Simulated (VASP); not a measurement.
# Ge (Pnc2) in VASP: single point with PBE

Aim: the single point of Ge with PBE.

All numbers are computed with VASP 6.6.1; they aren't measurements. Logs are shortened: lines on timing, memory, paths and dates and some standing lists are left out, and cuts for length are marked.

## (1) The cell of the first run

The structure is orthorhombic, space group Pnc2 (No. 30). The conventional cell has a = 3.982 Å, b = 6.838 Å, c = 6.956 Å, α = 90.00°, β = 90.00°, γ = 90.00°. Ge (site symmetry 1) has 3 Ge at 2.28 to 2.30 Å within 3.0 Å. Ge (site symmetry 1) has 4 Ge at 2.29 to 2.35 Å within 3.0 Å.

## (2) Single point, PBE

Contents of INCAR:

```
ALGO = Normal
EDIFF = 1E-6
ENCUT = 520
GGA = PE
ISIF = 2
ISMEAR = 0
LASPH = T
LCHARG = T
LELF = T
LREAL = F
LVHAR = T
LWAVE = F
NBANDS = 66
NELM = 100
PREC = Accurate
SIGMA = 0.1
```

Contents of KPOINTS:

```
k-points
0
Gamma
  4 4 4
```

Contents of POSCAR:

```
Ge
1.0
    3.9822139500      0.0000000000      0.0000000000
    0.0000000000      6.8375846300      0.0000000000
    0.0000000000      0.0000000000      6.9556324500
Ge
8
Direct
    0.1812587000      0.8705480100      0.1075797100
    0.8187413000      0.1294519900      0.1075797100
    0.1812587000      0.6294519900      0.6075797100
    0.8187413000      0.3705480100      0.6075797100
    0.7517375200      0.4107488200      0.9331580000
    0.2482624800      0.5892511800      0.9331580000
    0.7517375200      0.0892511800      0.4331580000
    0.2482624800      0.9107488200      0.4331580000
```

Potentials or basis: VASP PAW PBE potentials, release 64 (Ge_d).

On the command line:

```console
> cat potpaw_PBE.64/Ge_d/POTCAR > POTCAR
> mpirun -np 1 vasp_std > vasp.out
```

OUTCAR:

```text
EDIFF = 1E-6
   ENCUT = 520
   GGA = PE
   ISIF = 2
   ISMEAR = 0
   LASPH = T
   LREAL = F
   NELM = 100
   PREC = Accurate

 ion  position               nearest neighbor table
   1  0.181  0.871  0.108-   2 2.28   6 2.29   8 2.30
   2  0.819  0.129  0.108-   1 2.28   5 2.29   7 2.30
   3  0.181  0.629  0.608-   4 2.28   8 2.29   6 2.30
   4  0.819  0.371  0.608-   3 2.28   7 2.29   5 2.30
   5  0.752  0.411  0.933-   2 2.29   4 2.30   6 2.32   6 2.35
   6  0.248  0.589  0.933-   1 2.29   3 2.30   5 2.32   5 2.35
   7  0.752  0.089  0.433-   4 2.29   2 2.30   8 2.32   8 2.35
   8  0.248  0.911  0.433-   3 2.29   1 2.30   7 2.32   7 2.35

  LATTYP: Found a simple orthorhombic cell.
 ALAT       =     3.9822139500
 B/A-ratio  =     1.7170309571
 C/A-ratio  =     1.7466747235

  Lattice vectors:

 A1 = (   3.9822139500,   0.0000000000,   0.0000000000)
 A2 = (   0.0000000000,   6.8375846300,   0.0000000000)
 A3 = (   0.0000000000,   0.0000000000,   6.9556324500)

Analysis of symmetry for initial positions (statically):
=====================================================================
 Subroutine PRICEL returns:
 Original cell was already a primitive cell.

 Routine SETGRP: Setting up the symmetry group for a
 simple orthorhombic supercell.

 Subroutine GETGRP returns: Found  4 space group operations
 (whereof  2 operations were pure point group operations)
 out of a pool of  8 trial point group operations.

The static configuration has the point symmetry C_2 .
 The point group associated with its full space group is C_2v.

Analysis of symmetry for dynamics (positions and initial velocities):
=====================================================================
 Subroutine PRICEL returns:
 Original cell was already a primitive cell.

 Routine SETGRP: Setting up the symmetry group for a
 simple orthorhombic supercell.

 Subroutine GETGRP returns: Found  4 space group operations
 (whereof  2 operations were pure point group operations)
 out of a pool of  8 trial point group operations.

The dynamic configuration has the point symmetry C_2 .
 The point group associated with its full space group is C_2v.

 Subroutine INISYM returns: Found  4 space group operations
 (whereof  2 operations are pure point group operations),
 and found     1 'primitive' translations
[... 108 lines left out ...]
   LREAL  =      F    real-space projection
   EDIFFG = 0.1E-04   stopping-criterion for IOM
   NSW    =      0    number of steps for IOM
   IBRION =     -1    ionic relax: 0-MD 1-quasi-New 2-CG
   NFREE  =      0    steps in history (QN), initial steepest desc. (CG)
   ISIF   =      2    stress and relaxation
   ISYM   =      2    0-nonsym 1-usesym 2-fastsym
   POTIM  = 0.5000    time-step for ionic-motion
   TEBEG  =    0.0;   TEEND  =   0.0 temperature during run
   PSTRESS=    0.0 pullay stress
   NELECT =     112.0000    total number of electrons
   NUPDOWN=      -1.0000    fix difference up-down
   EMIN   =  10.00;   EMAX   =-10.00  energy-range for DOS
   EFERMI =   0.00;   METHOD = LEGACY
   ISMEAR =     0;   SIGMA  =   0.10  broadening in eV -4-tet -1-fermi 0-gaus
   EFERMI_NEDOS =   21; number of points for ismear=-14 and -15
   IALGO  =     38    algorithm
   IMIX   =      4    mixing-type and parameters
     AMIX     =   0.40;   BMIX     =  1.00
     AMIX_MAG =   1.60;   BMIX_MAG =  1.00
  volume/ion in A,a.u.               =      23.67       159.76
  Fermi-wavevector in a.u.,A,eV,Ry     =   1.374125  2.596719 25.690781  1.888219
  Thomas-Fermi vector in A             =   2.499580
   LORBIT       =      0    0 simple, 1 ext, 2 COOP (PROOUT), +10 PAW based schemes
   GGA     = PE    functional components
   LHFCALC =     F    Hartree Fock is set to
   AEXX    =    0.0000 exact exchange contribution
   IVDW    =     0    specifies the selected vdW correction
   LEPSILON=     F    determine dielectric tensor
   LRPA    =     F    only Hartree local field effects (RPA)
 non-spin polarized calculation
 Gauss-broadening in eV      SIGMA  =   0.10
  energy-cutoff  :      520.00
  volume of cell :      189.39
 maximum number of plane-waves:      5130
 NGX is ok and might be reduce to    30
   NGX = 15   NGY = 25   NGZ = 25

 number of electron     111.9999964 magnetization

 Free energy of the ion-electron system (eV)
  ---------------------------------------------------
  ext. energy  EPLUGINS =         0.00000000
  ---------------------------------------------------
  free energy    TOTEN  =       -31.00389070 eV

  energy without entropy =      -30.99605455  energy(sigma->0) =      -30.99997263

 E-fermi :   4.7654     XC(G=0):  -9.4947

 val. band max:        4.7319758814   @ k =   0.0000   0.5000   0.0000
 cond. band min:       4.7705106870   @ k =   0.0000   0.2500   0.0000
 fundamental gap:      0.0385348056
 Fermi energy:         4.7653885156

 k-point     1 :       0.0000    0.0000    0.0000
  band No.  band energies     occupation
      1     -20.6096      2.00000
      2     -20.5726      2.00000
      3     -20.5485      2.00000
      4     -20.5262      2.00000
      5     -20.5236      2.00000
      6     -20.5206      2.00000
[... 1645 lines left out ...]
     65       9.1387      0.00000
     66       9.1387      0.00000

 [... further k-points ...]

------------------------ aborting loop because EDIFF is reached ----------------------------------------

  FORCE on cell =-STRESS in cart. coord.  units (eV):
  Direction    XX          YY          ZZ          XY          YZ          ZX
  --------------------------------------------------------------------------------------
  -------------------------------------------------------------------------------------
  Total       14.1306345     15.6374594     24.0660952      0.0000000      0.0000000      0.0000000
  in kB      119.5386413    132.2856841    203.5880504      0.0000000      0.0000000      0.0000000
  external PRESSURE =     151.8041253 kB  Pullay stress =       0.0000000 kB

 VOLUME and BASIS-vectors are now :
 -----------------------------------------------------------------------------
  energy-cutoff  :      520.00
  volume of cell :      189.39
      direct lattice vectors                 reciprocal lattice vectors
     3.982213950  0.000000000  0.000000000     0.251116593  0.000000000  0.000000000
     0.000000000  6.837584630  0.000000000     0.000000000  0.146250475  0.000000000
     0.000000000  0.000000000  6.955632450     0.000000000  0.000000000  0.143768379

 POSITION                                       TOTAL-FORCE (eV/Angst)
 -----------------------------------------------------------------------------------
      0.72181      5.95245      0.74828         1.307453      0.651315     -0.926904
      3.26040      0.88514      0.74828        -1.307453     -0.651315     -0.926904
      0.72181      4.30393      4.22610         1.307453     -0.651315     -0.926904
      3.26040      2.53365      4.22610        -1.307453      0.651315     -0.926904
      2.99358      2.80853      6.49070        -0.375142     -0.255264      0.926904
      0.98863      4.02905      6.49070         0.375142      0.255264      0.926904
      2.99358      0.61026      3.01289        -0.375142      0.255264      0.926904
      0.98863      6.22732      3.01289         0.375142     -0.255264      0.926904
 -----------------------------------------------------------------------------------
    total drift:                                0.000000     -0.000000      0.009184

  FREE ENERGIE OF THE ION-ELECTRON SYSTEM (eV)
  ---------------------------------------------------
  free  energy   TOTEN  =       -31.0038907024 eV

  energy  without entropy=      -30.9960545488  energy(sigma->0) =      -30.99997263
```

OSZICAR:

```text
N       E                     dE             d eps       ncg     rms          rms(c)
DAV:   1     0.144386514251E+04    0.14439E+04   -0.51844E+04  4162   0.468E+03
DAV:   2     0.257118193871E+03   -0.11867E+04   -0.11513E+04  3564   0.115E+03
DAV:   3    -0.407414004936E+01   -0.26119E+03   -0.25114E+03  3638   0.275E+02
DAV:   4    -0.308781976070E+02   -0.26804E+02   -0.25932E+02  4114   0.965E+01
DAV:   5    -0.319029998203E+02   -0.10248E+01   -0.10149E+01  3972   0.204E+01    0.769E+00
DAV:   6    -0.312282939687E+02    0.67471E+00   -0.76916E-01  6134   0.984E+00    0.438E+00
DAV:   7    -0.309901112981E+02    0.23818E+00   -0.87919E-01  4884   0.551E+00    0.625E-01
DAV:   8    -0.309995458200E+02   -0.94345E-02   -0.19281E-01  4040   0.461E+00    0.354E-01
DAV:   9    -0.310019375303E+02   -0.23917E-02   -0.31077E-02  4052   0.393E+00    0.234E-01
DAV:  10    -0.310030422528E+02   -0.11047E-02   -0.41753E-03  4396   0.323E+00    0.106E-01
DAV:  11    -0.310037776881E+02   -0.73544E-03   -0.27894E-03  4160   0.842E-01    0.383E-02
DAV:  12    -0.310038518178E+02   -0.74130E-04   -0.84336E-04  4648   0.239E-01    0.202E-02
DAV:  13    -0.310038778770E+02   -0.26059E-04   -0.13500E-04  3956   0.955E-02    0.905E-03
DAV:  14    -0.310038866757E+02   -0.87987E-05   -0.13668E-05  3100   0.838E-02    0.333E-03
DAV:  15    -0.310038897941E+02   -0.31184E-05   -0.13440E-05  4146   0.516E-02    0.205E-03
DAV:  16    -0.310038909650E+02   -0.11709E-05   -0.13083E-05  3536   0.533E-02    0.198E-03
DAV:  17    -0.310038907024E+02    0.26258E-06   -0.84995E-07  1932   0.578E-02
   1 F= -.31003891E+02 E0= -.30999973E+02  d E =-.783615E-02
```

stdout:

```text
POSCAR found type information on POSCAR Ge
 POSCAR found :  1 types and       8 ions
 scaLAPACK will be used
 LDA part: xc-table for (Slater+PW92), standard interpolation
 POSCAR, INCAR and KPOINTS ok, starting setup
 FFT: planning ... GRIDC
 FFT: planning ... GRID_SOFT
 FFT: planning ... GRID
 WAVECAR not read
 entering main loop
```

Run time: 6.9 min. Hardware: 1 thread of Intel Xeon 6975P-C, shared host; peak memory 0.41 GiB.

Results:

```
Free energy            : -31.0039 eV
Pressure               : 15.2 GPa
Largest force          : 1.730 eV/Å
Band gap on the k mesh : zero (band 56 reaches 4.98 eV, above the bottom of band 57 at 4.68 eV)
```

Forces in eV/Å, atoms in the order of the input:
```
Ge   1.307  0.651 -0.927
Ge  -1.307 -0.651 -0.927
Ge   1.307 -0.651 -0.927
Ge  -1.307  0.651 -0.927
Ge  -0.375 -0.255  0.927
Ge   0.375  0.255  0.927
Ge  -0.375  0.255  0.927
Ge   0.375 -0.255  0.927
```

Stress tensor (GPa, compression positive):
```
11.95  0.00  0.00
 0.00 13.23  0.00
 0.00  0.00 20.36
```

Caveat: the k points lie up to 0.39 Å⁻¹ apart; forces of over 1 eV/Å act on the atoms, so gaps and moduli don't describe the material at rest.
